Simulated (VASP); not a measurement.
# Al (Fm-3m) in VASP: a series of runs

Al is run at these levels: PBEsol, RPBE, revPBE; tasks: single point.

Program: VASP 6.6.1. These are calculated values, not measurements. Logs are shortened: lines on timing, memory, paths and dates and some standing lists are left out, and cuts for length are marked.

### 1 The cell of the first run

It takes space group Fm-3m (No. 225, cubic). The conventional cell has a = 4.050 Å, b = 4.050 Å, c = 4.050 Å, α = 90.00°, β = 90.00°, γ = 90.00°. Al (site symmetry m-3m) has 12 Al at 2.86 Å within 3.8 Å.

### 2 Single point, PBEsol

Contents of INCAR:

```
SYSTEM = Al
PREC     = Accurate       ! precision mode
ENCUT    = 520            ! plane-wave cutoff, eV
EDIFF    = 1E-6           ! SCF threshold, eV
ISMEAR   = -1             ! smearing method
SIGMA    = 0.05           ! smearing width, eV
LREAL    = .FALSE.        ! projectors in reciprocal space
LASPH    = .TRUE.         ! aspherical terms in the spheres
NELM     = 80             ! most SCF steps
ALGO     = Fast           ! electronic algorithm
ISIF     = 2              ! what is computed and relaxed
LWAVE    = .FALSE.        ! write WAVECAR
LCHARG   = .FALSE.        ! write CHGCAR
GGA      = PS             ! functional
NBANDS   = 8              ! bands
```

Contents of KPOINTS:

```
Automatic mesh
0
G
  6 6 6
  0 0 0
```

Contents of POSCAR:

```
Al
1.0
    0.0000000000      2.0248050000      2.0248050000
    2.0248050000      0.0000000000      2.0248050000
    2.0248050000      2.0248050000      0.0000000000
Al
1
Direct
    0.0000000000      0.0000000000      0.0000000000
```

Potentials or basis: VASP PAW PBE potentials, release 64 (Al).

Started as:

```bash
$ cat potpaw_PBE.64/Al/POTCAR > POTCAR
$ mpirun -np 1 vasp_std > vasp.out
```

OUTCAR:

```text
SYSTEM = Al
   PREC = Accurate
   ENCUT = 520
   EDIFF = 1E-6
   ISMEAR = -1
   LREAL = .FALSE.
   LASPH = .TRUE.
   NELM = 80
   ISIF = 2
   GGA = PS

 ion  position               nearest neighbor table
   1  0.000  0.000  0.000-

  LATTYP: Found a face centered cubic cell.
 ALAT       =     4.0496100000

  Lattice vectors:

 A1 = (   0.0000000000,   2.0248050000,   2.0248050000)
 A2 = (   2.0248050000,   0.0000000000,   2.0248050000)
 A3 = (   2.0248050000,   2.0248050000,   0.0000000000)

Analysis of symmetry for initial positions (statically):
=====================================================================
 Subroutine PRICEL returns:
 Original cell was already a primitive cell.

 Routine SETGRP: Setting up the symmetry group for a
 face centered cubic supercell.

 Subroutine GETGRP returns: Found 48 space group operations
[... 9 lines left out ...]

 Routine SETGRP: Setting up the symmetry group for a
 face centered cubic supercell.

 Subroutine GETGRP returns: Found 48 space group operations
 (whereof 48 operations were pure point group operations)
 out of a pool of 48 trial point group operations.

The dynamic configuration has the point symmetry O_h .

 Subroutine INISYM returns: Found 48 space group operations
 (whereof 48 operations are pure point group operations),
 and found     1 'primitive' translations

----------------------------------------------------------------------------------------

                                     Primitive cell

  volume of cell :      16.6027

  direct lattice vectors                    reciprocal lattice vectors
     0.000000000  2.024805000  2.024805000    -0.246937359  0.246937359  0.246937359
     2.024805000  0.000000000  2.024805000     0.246937359 -0.246937359  0.246937359
     2.024805000  2.024805000  0.000000000     0.246937359  0.246937359 -0.246937359

  length of vectors
     2.863506692  2.863506692  2.863506692     0.427708053  0.427708053  0.427708053

  position of ions in fractional coordinates (direct lattice)
     0.000000000  0.000000000  0.000000000

  ion indices of the primitive-cell ions
   primitive index   ion index
                 1           1

----------------------------------------------------------------------------------------

 KPOINTS: Automatic mesh

Automatic generation of k-mesh.
 Grid dimensions read from file:
 generate k-points for:    6    6    6

 Generating k-lattice:

  Cartesian coordinates                     Fractional coordinates (reciprocal lattice)
    -0.041156227  0.041156227  0.041156227     0.166666667  0.000000000  0.000000000
     0.041156227 -0.041156227  0.041156227     0.000000000  0.166666667  0.000000000
     0.041156227  0.041156227 -0.041156227     0.000000000  0.000000000  0.166666667

  Length of vectors
     0.071284675  0.071284675  0.071284675

  Shift w.r.t. Gamma in fractional coordinates (k-lattice)
     0.000000000  0.000000000  0.000000000

 Subroutine IBZKPT returns following result:
 ===========================================

 Found     16 irreducible k-points:

 Following reciprocal coordinates:
            Coordinates               Weight
  0.000000  0.000000  0.000000      1.000000
  0.166667  0.000000  0.000000      8.000000
  0.333333  0.000000  0.000000      8.000000
  0.500000  0.000000  0.000000      4.000000
  0.166667  0.166667  0.000000      6.000000
  0.333333  0.166667  0.000000     24.000000
[... 8 lines left out ...]
 -0.333333  0.333333  0.166667     24.000000
 -0.333333  0.500000  0.166667     12.000000
   k-points           NKPTS =     16   k-points in BZ     NKDIM =     16   number of bands    NBANDS=      8
   number of dos      NEDOS =    301   number of ions     NIONS =      1
   total plane-waves  NPLWV =  13824
   dimension x,y,z NGX =    24 NGY =   24 NGZ =   24
   dimension x,y,z NGXF=    48 NGYF=   48 NGZF=   48
   ions per type =               1
   NGX,Y,Z   is equivalent  to a cutoff of  13.93, 13.93, 13.93 a.u.
   NGXF,Y,Z  is equivalent  to a cutoff of  27.87, 27.87, 27.87 a.u.
 SYSTEM =  Al
   PREC   = accura    normal or accurate (medium, high low for compatibility)
   ISTART =      0    job   : 0-new  1-cont  2-samecut
   ICHARG =      2    charge: 1-file 2-atom 10-const
   ISPIN  =      1    spin polarized calculation?
   LNONCOLLINEAR =      F non collinear calculations
   LSORBIT =      F    spin-orbit coupling
   LASPH  =      T    aspherical Exc in radial PAW
   ENCUT  =  520.0 eV  38.22 Ry    6.18 a.u.   5.32  5.32  5.32*2*pi/ulx,y,z
   NELM   =     80;   NELMIN=  2; NELMDL= -5     # of ELM steps
   EDIFF  = 0.1E-05   stopping-criterion for ELM
   LREAL  =      F    real-space projection
   EDIFFG = 0.1E-04   stopping-criterion for IOM
   NSW    =      0    number of steps for IOM
   IBRION =     -1    ionic relax: 0-MD 1-quasi-New 2-CG
   NFREE  =      0    steps in history (QN), initial steepest desc. (CG)
   ISIF   =      2    stress and relaxation
   ISYM   =      2    0-nonsym 1-usesym 2-fastsym
   POTIM  = 0.5000    time-step for ionic-motion
   TEBEG  =    0.0;   TEEND  =   0.0 temperature during run
   PSTRESS=    0.0 pullay stress
   NELECT =       3.0000    total number of electrons
   NUPDOWN=      -1.0000    fix difference up-down
   EMIN   =  10.00;   EMAX   =-10.00  energy-range for DOS
   EFERMI =   0.00;   METHOD = LEGACY
   ISMEAR =    -1;   SIGMA  =   0.05  broadening in eV -4-tet -1-fermi 0-gaus
   EFERMI_NEDOS =   21; number of points for ismear=-14 and -15
   IALGO  =     68    algorithm
   IMIX   =      4    mixing-type and parameters
     AMIX     =   0.40;   BMIX     =  1.00
     AMIX_MAG =   1.60;   BMIX_MAG =  1.00
  volume/ion in A,a.u.               =      16.60       112.04
  Fermi-wavevector in a.u.,A,eV,Ry     =   0.925526  1.748991 11.654733  0.856599
  Thomas-Fermi vector in A             =   2.051390
   LORBIT       =      0    0 simple, 1 ext, 2 COOP (PROOUT), +10 PAW based schemes
   GGA     = PS    functional components
   LHFCALC =     F    Hartree Fock is set to
   AEXX    =    0.0000 exact exchange contribution
   IVDW    =     0    specifies the selected vdW correction
   LEPSILON=     F    determine dielectric tensor
   LRPA    =     F    only Hartree local field effects (RPA)
 non-spin polarized calculation
 RMM-DIIS sequential band-by-band and
  energy-cutoff  :      520.00
  volume of cell :       16.60
 maximum number of plane-waves:       459
 NGX is ok and might be reduce to    24
   NGX = 11   NGY = 11   NGZ = 11

 number of electron       3.0000000 magnetization

 Free energy of the ion-electron system (eV)
  ---------------------------------------------------
  ext. energy  EPLUGINS =         0.00000000
  ---------------------------------------------------
  free energy    TOTEN  =        -4.15755438 eV

  energy without entropy =       -4.15302194  energy(sigma->0) =       -4.15528816

 E-fermi :   8.2376     XC(G=0): -10.2346

 val. band max:        7.2268127277   @ k =  -0.3333   0.5000   0.1667
 cond. band min:       8.2628607725   @ k =  -0.3333   0.3333   0.0000
 fundamental gap:      1.0360480448
 Fermi energy:         8.2376136842

 k-point     1 :       0.0000    0.0000    0.0000
  band No.  band energies     occupation
      1      -3.2026      2.00000
      2      20.4445      0.00000
      3      20.4445      0.00000
      4      20.4445      0.00000
      5      21.8920      0.00000
      6      21.8920      0.00000
      7      21.8920      0.00000
      8      24.3175      0.00000

 k-point     2 :       0.1667    0.0000    0.0000
  band No.  band energies     occupation
      1      -2.4525      2.00000
      2      14.4923      0.00000
      3      19.1696      0.00000
      4      19.1696      0.00000
      5      22.3995      0.00000
      6      23.8082      0.00000
      7      23.8082      0.00000
      8      25.0688      0.00000

 k-point     3 :       0.3333    0.0000    0.0000
  band No.  band energies     occupation
      1      -0.2256      2.00000
      2       8.3751      0.12021
      3      18.5898      0.00000
      4      18.5898      0.00000
      5      21.1691      0.00000
      6      21.1691      0.00000
      7      22.1500      0.00000
      8      25.1390      0.00000

 k-point     4 :       0.5000    0.0000    0.0000
  band No.  band energies     occupation
      1       3.3154      2.00000
      2       3.5166      2.00000
      3      19.2136      0.00000
      4      19.2136      0.00000
      5      19.2914      0.00000
      6      19.2914      0.00000
      7      22.9642      0.00000
      8      23.0753      0.00000

 k-point     5 :       0.1667    0.1667    0.0000
  band No.  band energies     occupation
      1      -2.2033      2.00000
      2      16.8443      0.00000
      3      16.8443      0.00000
      4      17.0194      0.00000
      5      20.0817      0.00000
      6      20.3023      0.00000
      7      26.8600      0.00000
      8      26.8600      0.00000
[... 89 lines left out ...]
 k-point    14 :       0.5000    0.3333    0.1667
  band No.  band energies     occupation
      1       1.7223      2.00000
      2       9.5825      0.00000
      3      11.0263      0.00000
      4      13.2249      0.00000
      5      20.6416      0.00000
      6      22.2590      0.00000
      7      24.2269      0.00000
      8      30.8335      0.00000

 k-point    15 :      -0.3333    0.3333    0.1667
  band No.  band energies     occupation
      1       5.1619      2.00000
      2       5.4221      2.00000
      3      10.8705      0.00000
      4      11.4332      0.00000
      5      21.8310      0.00000
      6      22.3187      0.00000
      7      26.7239      0.00000
      8      27.8582      0.00000

 k-point    16 :      -0.3333    0.5000    0.1667
  band No.  band energies     occupation
      1       5.8970      2.00000
      2       7.2268      2.00000
      3       8.6598      0.00043
      4      10.2113      0.00000
      5      19.7569      0.00000
      6      21.5744      0.00000
      7      27.8358      0.00000
      8      28.8505      0.00000

------------------------ aborting loop because EDIFF is reached ----------------------------------------

  FORCE on cell =-STRESS in cart. coord.  units (eV):
  Direction    XX          YY          ZZ          XY          YZ          ZX
  --------------------------------------------------------------------------------------
  -------------------------------------------------------------------------------------
  Total       -0.1525390     -0.1525390     -0.1525390      0.0000000      0.0000000     -0.0000000
  in kB      -14.7201342    -14.7201342    -14.7201342      0.0000000      0.0000000     -0.0000000
  external PRESSURE =     -14.7201342 kB  Pullay stress =       0.0000000 kB

 VOLUME and BASIS-vectors are now :
 -----------------------------------------------------------------------------
  energy-cutoff  :      520.00
  volume of cell :       16.60
      direct lattice vectors                 reciprocal lattice vectors
     0.000000000  2.024805000  2.024805000    -0.246937359  0.246937359  0.246937359
     2.024805000  0.000000000  2.024805000     0.246937359 -0.246937359  0.246937359
     2.024805000  2.024805000  0.000000000     0.246937359  0.246937359 -0.246937359

 POSITION                                       TOTAL-FORCE (eV/Angst)
 -----------------------------------------------------------------------------------
      0.00000      0.00000      0.00000        -0.000000     -0.000000      0.000000
 -----------------------------------------------------------------------------------
    total drift:                                0.000000     -0.000000     -0.000000

  FREE ENERGIE OF THE ION-ELECTRON SYSTEM (eV)
  ---------------------------------------------------
  free  energy   TOTEN  =        -4.1575543765 eV

  energy  without entropy=       -4.1530219399  energy(sigma->0) =       -4.15528816
```

Wall time 3.3 s (1 thread of AMD EPYC 7R43 (Zen 3), shared host); peak memory 0.09 GiB.

Results:

| Quantity | Value |
| --- | --- |
| Free energy | -4.1576 eV |
| Pressure | -1.5 GPa |

Caveat: the k points lie up to 0.45 Å⁻¹ apart; the PAW data sets were made with another functional, which shifts forces and pressure a little.

### 3 Single point, RPBE

Contents of INCAR:

```
PREC = Accurate
ENCUT = 520
EDIFF = 1E-6
ISMEAR = -1
SIGMA = 0.05
LREAL = F
LASPH = T
NELM = 100
ALGO = Normal
ISIF = 2
LWAVE = F
LCHARG = T
GGA = RP
LELF = T
LVHAR = T
NBANDS = 8
```

Contents of KPOINTS:

```
Automatic mesh
0
Gamma
  6 6 6
```

POSCAR is that of step 2.

Potentials or basis: VASP PAW PBE potentials, release 64 (Al).

Started as:

```bash
$ cat potpaw_PBE.64/Al/POTCAR > POTCAR
$ mpirun -np 1 vasp_std > vasp.out
```

Wall time 3.4 s (1 thread of AMD EPYC 7R43 (Zen 3), shared host); peak memory 0.09 GiB.

The run converged. Its results:

```yaml
Free_energy: -3.5738 eV
Pressure: 1.2 GPa
```

Levels at points of the mesh, in eV from the Fermi level:
```tsv
k point	band 1	band 2	band 3	band 4	band 5	band 6
(0.00, 0.00, 0.00)	-11.48	12.18	12.18	12.18	13.76	13.76
(0.50, 0.00, 0.00)	-4.97	-4.73	11.02	11.02	11.05	11.05
(0.50, 0.50, 0.00)	-3.30	-1.96	4.83	5.21	5.21	8.70
```

Caveat: the k points lie up to 0.45 Å⁻¹ apart; the PAW data sets were made with another functional, which shifts forces and pressure a little.

### 4 Single point, revPBE

Contents of INCAR:

```
SYSTEM = Al
PREC     = Accurate       ! precision mode
ENCUT    = 520            ! plane-wave cutoff, eV
EDIFF    = 1E-7           ! SCF threshold, eV
ISMEAR   = -1             ! smearing method
SIGMA    = 0.05           ! smearing width, eV
LREAL    = .FALSE.        ! projectors in reciprocal space
LASPH    = .TRUE.         ! aspherical terms in the spheres
NELM     = 80             ! most SCF steps
ALGO     = Normal         ! electronic algorithm
ISIF     = 2              ! what is computed and relaxed
LWAVE    = .FALSE.        ! write WAVECAR
LCHARG   = .TRUE.         ! write CHGCAR
GGA      = RE             ! functional
LELF     = .TRUE.         ! ELF
LVHAR    = .TRUE.       
NBANDS   = 8              ! bands
```

Contents of KPOINTS:

```
Automatic mesh
0
G
  6 6 6
  0 0 0
```

POSCAR is that of step 3.

Started as:

```bash
$ cat potpaw_PBE.64/Al/POTCAR > POTCAR
$ mpirun -np 1 vasp_std > vasp.out
```

It took 4.1 s on 1 thread of AMD EPYC 7R43 (Zen 3), shared host; peak memory 0.09 GiB.

Results (log left out):

* Free energy: -3.6205 eV
* Pressure: 0.9 GPa

Levels at points of the mesh, in eV from the Fermi level:
```csv
k point,band 1,band 2,band 3,band 4,band 5,band 6
"(0.00, 0.00, 0.00)",-11.47,12.19,12.19,12.19,13.74,13.74
"(0.50, 0.00, 0.00)",-4.96,-4.73,11.03,11.03,11.03,11.03
"(0.50, 0.50, 0.00)",-3.30,-1.96,4.84,5.21,5.21,8.69
```

Caveat: the k points lie up to 0.45 Å⁻¹ apart; the PAW data sets were made with another functional, which shifts forces and pressure a little.

### 5 Overview

```tsv
level	gap on the mesh (eV)	pressure (GPa)
PBEsol	none	-1.5
RPBE	none	1.2
revPBE	none	0.9
```

Alike in all rows: task single point; potentials or basis VASP PAW PBE potentials, release 64 (Al); no spin polarisation; cell as given; k mesh 6 × 6 × 6; cutoff (eV) 520; smearing fermi-dirac 0.05 eV.

Caveats: all runs use coarse meshes; the PAW data sets were made with another functional, which shifts forces and pressure a little.

Absolute energies hang on the potentials; compare differences alone.
